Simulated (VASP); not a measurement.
Here is a VASP 6.6.1 calculation.

File INCAR:

```
  ALGO = Normal
  EDIFF = 1E-6
  ENCUT = 520
  GGA = PE
  ISIF = 2
  ISMEAR = 0
  LASPH = True
  LCHARG = False
  LREAL = False
  LWAVE = False
  NBANDS = 46
  NELM = 80
  PREC = Accurate
  SIGMA = 0.05
```

The input KPOINTS:

```
k-points
0
Gamma
  12 12 2
```

POSCAR

```
ZnS
1.0
    3.9621251467      0.0000000000      0.0000000000
   -1.9810625733      3.4313010300      0.0000000000
    0.0000000000      0.0000000000     12.5902250239
Zn S
4 4
Direct
    0.0000000000      0.0000000000      0.0000503469
    0.0000000000      0.0000000000      0.5000503469
    0.3333333333      0.6666666667      0.2500245137
    0.6666666667      0.3333333333      0.7500245137
    0.0000000000      0.0000000000      0.1872896978
    0.0000000000      0.0000000000      0.6872896978
    0.3333333333      0.6666666667      0.4376354415
    0.6666666667      0.3333333333      0.9376354415
```

Potentials or basis: VASP PAW PBE potentials, release 64 (Zn, S).

Launch:

```sh
$ cat potpaw_PBE.64/Zn/POTCAR potpaw_PBE.64/S/POTCAR > POTCAR
$ mpirun -np 1 vasp_std > vasp.out
```

Question: Predict the band gap on the k mesh.

Answer: 1.78 eV, direct.

Question: What does it give for the largest force?

Answer: 0.133 eV/Å.

Stress tensor (GPa, compression positive):
```
-4.43  0.00  0.00
 0.00 -4.43  0.00
 0.00  0.00 -1.29
```

Caveat: the cell differs from its parent crystal (strain +0.030 along x and y, +0.000 along z). A k mesh can miss the band edges.
